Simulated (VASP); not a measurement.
The system is NbSi2.

```
Nb Si
1.0
     4.81232    0.00000    0.00000
    -2.40616    4.16759    0.00000
     0.00000    0.00000    6.61496
Nb Si
3 6
Direct
  0.50000 0.00000 0.50000
  0.50000 0.50000 0.83333
  0.00000 0.50000 0.16667
  0.15920 0.31840 0.50000
  0.84080 0.15920 0.83333
  0.68160 0.84080 0.16667
  0.84080 0.68160 0.50000
  0.15920 0.84080 0.83333
  0.31840 0.15920 0.16667
```

| Item | Value |
| --- | --- |
| Program | VASP 6.6.1 |
| Task | relaxation of cell and atoms |
| Functional | LDA |
| Potentials or basis | VASP PAW LDA potentials, release 64 (Nb_sv, Si) |
| Cutoff | 600 eV |
| k mesh | 9 × 9 × 6 |
| Occupations | gaussian, width 0.1 eV |
| Spin | no spin polarisation |

At the start: pressure -7.1 GPa; volume 14.74 Å³/atom.

Task: Where does the relaxation end?

Result: Over 11 steps the energy falls by 13.3 meV/atom and the volume is 14.16 Å³/atom (-3.9 %); space group P6_222 (No. 180, to 0.05 Å).

The path:
| step | energy change (eV) | largest force (eV/Å) | pressure (GPa) | volume (Å³) |
| --- | --- | --- | --- | --- |
| 1 | 0.0000 | 0.0307 | -7.09 | 132.67 |
| 2 | 0.1389 | 0.0201 | 12.32 | 120.53 |
| 3 | -0.1183 | 0.0255 | -0.13 | 127.59 |
| 4 | -0.1183 | 0.0254 | 0.02 | 127.49 |
| 5 | -0.1197 | 0.0248 | 0.05 | 127.40 |
| 6 | -0.1197 | 0.0249 | 0.05 | 127.41 |
| 7 | -0.1195 | 0.0249 | 0.05 | 127.42 |
| 8 | -0.1196 | 0.0108 | -0.05 | 127.48 |
| 9 | -0.1196 | 0.0056 | -0.08 | 127.50 |
| 10 | -0.1196 | 0.0029 | 0.06 | 127.40 |
| 11 | -0.1196 | 0.0006 | 0.00 | 127.44 |

Final structure:
```yaml
crystal:
  lattice:
    - [4.74445, 0.00000, 0.00000]
    - [-2.37222, 4.10881, 0.00000]
    - [0.00000, 0.00000, 6.53763]
  atoms:
    - { symbol: Nb, position: [0.50000, 0.00000, 0.50000] }
    - { symbol: Nb, position: [0.50000, 0.50000, 0.83333] }
    - { symbol: Nb, position: [0.00000, 0.50000, 0.16667] }
    - { symbol: Si, position: [0.15961, 0.31922, 0.50000] }
    - { symbol: Si, position: [0.84039, 0.15961, 0.83333] }
    - { symbol: Si, position: [0.68078, 0.84039, 0.16667] }
    - { symbol: Si, position: [0.84039, 0.68078, 0.50000] }
    - { symbol: Si, position: [0.15961, 0.84039, 0.83333] }
    - { symbol: Si, position: [0.31922, 0.15961, 0.16667] }
```
